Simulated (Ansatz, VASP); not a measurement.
## Lu: VASP beside Ansatz

```
CELL_PARAMETERS angstrom
0.00000 2.32327 2.32327
2.32327 0.00000 2.32327
2.32327 2.32327 0.00000
ATOMIC_POSITIONS crystal
Lu 0.00000 0.00000 0.00000
```

Alike in both runs: task single point; functional PBEsol; k mesh 13 × 13 × 13; occupations fermi-dirac, width 0.1 eV; no spin polarisation.

|  | VASP | Ansatz |
| --- | --- | --- |
| version | VASP 6.6.1 | Ansatz 0.2.0 |
| potentials or method | VASP PAW PBE potentials, release 64 (Lu), cutoff 520 eV | plane waves (420 eV) with PAW, scalar-relativistic |
| valence electrons in the cell | 25 | 25 |

|  | VASP | Ansatz | Ansatz less VASP |
| --- | --- | --- | --- |
| pressure (GPa) | 4.7 | 4.4 | -0.24 |

VASP's potentials were made for PBE, not for PBEsol, and Ansatz warns of the same on its side. With one functional, cell and mesh, what is left measures potentials, basis and numerics.

Spin-orbit coupling is off throughout.
